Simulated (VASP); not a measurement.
As3S2:

```
As S
1.0
     4.78153    0.00000    0.00000
    -2.39077    4.14093    0.00000
     0.00000    0.00000    5.47404
As S
3 2
Direct
  0.00000 0.00000 0.00000
  0.33333 0.66667 0.77738
  0.66667 0.33333 0.22262
  0.33333 0.66667 0.21209
  0.66667 0.33333 0.78791
```

```yaml
Program: VASP 6.6.1
Task: relaxation of cell and atoms
Functional: PBE
Potentials_or_basis: VASP PAW PBE potentials, release 64 (As, S)
Cutoff: 600 eV
k_mesh: 12 × 12 × 8
Occupations: gaussian, width 0.1 eV
Spin: no spin polarisation
```

At the start: pressure 0.1 GPa; volume 21.68 Å³/atom.

Question: Where does the relaxation end?

Answer: Over 25 steps the energy falls by 35.8 meV/atom and the volume is 25.11 Å³/atom (+15.8 %); space group P-3m1 (No. 164, to 0.1 Å) before and after.

The path:
| step | energy change (eV) | largest force (eV/Å) | pressure (GPa) | volume (Å³) |
| --- | --- | --- | --- | --- |
| 1 | 0.0000 | 0.4725 | 0.12 | 108.39 |
| 2 | -0.0542 | 0.2921 | 0.92 | 108.62 |
| 3 | -0.0423 | 0.5728 | 3.55 | 108.97 |
| 4 | -0.0778 | 0.1771 | 1.54 | 108.75 |
| 5 | -0.0824 | 0.0045 | 2.22 | 108.84 |
| 6 | -0.1063 | 0.0638 | 1.09 | 112.12 |
| 7 | -0.1065 | 0.0797 | 1.00 | 112.41 |
| 8 | -0.1220 | 0.3192 | -0.30 | 114.28 |
| 9 | -0.1220 | 0.3296 | -0.34 | 114.35 |
| 10 | -0.1338 | 0.2775 | -0.10 | 114.64 |
| 11 | -0.1526 | 0.1130 | 0.70 | 115.44 |
| 12 | -0.1542 | 0.0653 | 1.04 | 115.73 |
| 13 | -0.1638 | 0.0701 | 0.68 | 117.43 |
| 14 | -0.1758 | 0.0328 | -0.17 | 122.38 |
| 15 | -0.1759 | 0.0306 | -0.20 | 122.63 |
| 16 | -0.1771 | 0.0104 | -0.08 | 123.06 |
| 17 | -0.1782 | 0.0753 | 0.19 | 123.93 |
| 18 | -0.1788 | 0.0335 | 0.03 | 124.68 |
| 19 | -0.1788 | 0.0280 | 0.04 | 124.63 |
| 20 | -0.1789 | 0.0271 | 0.01 | 124.83 |
| 21 | -0.1790 | 0.0244 | -0.08 | 125.35 |
| 22 | -0.1790 | 0.0181 | -0.01 | 125.43 |
| 23 | -0.1790 | 0.0182 | -0.01 | 125.43 |
| 24 | -0.1791 | 0.0135 | 0.02 | 125.47 |
| 25 | -0.1791 | 0.0072 | 0.05 | 125.53 |

Final structure:
```yaml
crystal:
  lattice:
    - [4.94360, 0.00000, 0.00000]
    - [-2.47180, 4.28128, 0.00000]
    - [0.00000, 0.00000, 5.93100]
  atoms:
    - { symbol: As, position: [0.00000, 0.00000, 0.00000] }
    - { symbol: As, position: [0.33333, 0.66667, 0.81007] }
    - { symbol: As, position: [0.66667, 0.33333, 0.18993] }
    - { symbol: S, position: [0.33333, 0.66667, 0.18006] }
    - { symbol: S, position: [0.66667, 0.33333, 0.81994] }
```

Caveat: the volume moved by over 15 % at a fixed basis, so the end points are rough; this functional lacks dispersion, which binds layers or chains, so the pressure and a relaxed spacing across them are unreliable.
